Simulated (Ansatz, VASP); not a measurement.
**Hf2NbN2: VASP beside Ansatz**

```xyz
5
Lattice="-2.6425 2.6425 2.7110 2.6425 -2.6425 2.7110 2.6425 2.6425 -2.7110" Properties=species:S:1:pos:R:3 pbc="T T T"
Hf    2.6425    0.0000    1.3555
Hf    0.0000    2.6425    1.3555
Nb    0.0000    0.0000    2.7110
N     0.0000    0.0000    0.6694
N     0.0000    0.0000    4.7527
```

Alike in both runs: functional PBE; k mesh 10 × 10 × 10; occupations gaussian, width 0.1 eV; no spin polarisation.

Ansatz relaxed the structure, and its values are those at the end. VASP's run is a single point on that final structure, the one shown.

```csv
,VASP,Ansatz
version,VASP 6.6.1,Ansatz 0.2.0
potentials or method,"VASP PAW PBE potentials, release 64 (Hf_pv, Nb_sv, N), cutoff 520 eV","scalar-relativistic, plane waves, PAW"
valence electrons in the cell,43,75
```

Ansatz gave:

* gap on the k mesh at the Fermi level (eV): none
* pressure (GPa): 0.0
* rms of the force components (eV/Å): 0.000

Problem. Which values does VASP return?

Solution. gap on the k mesh at the Fermi level (eV): none; pressure (GPa): -0.8; rms of the force components (eV/Å): 0.050.

A gap of «none» marks a metal or a gap that the smearing closes. VASP's potentials hold 43 valence electrons a cell and Ansatz's 75, so a difference there can come from the potentials and not from the codes.

Spin-orbit coupling is off throughout.
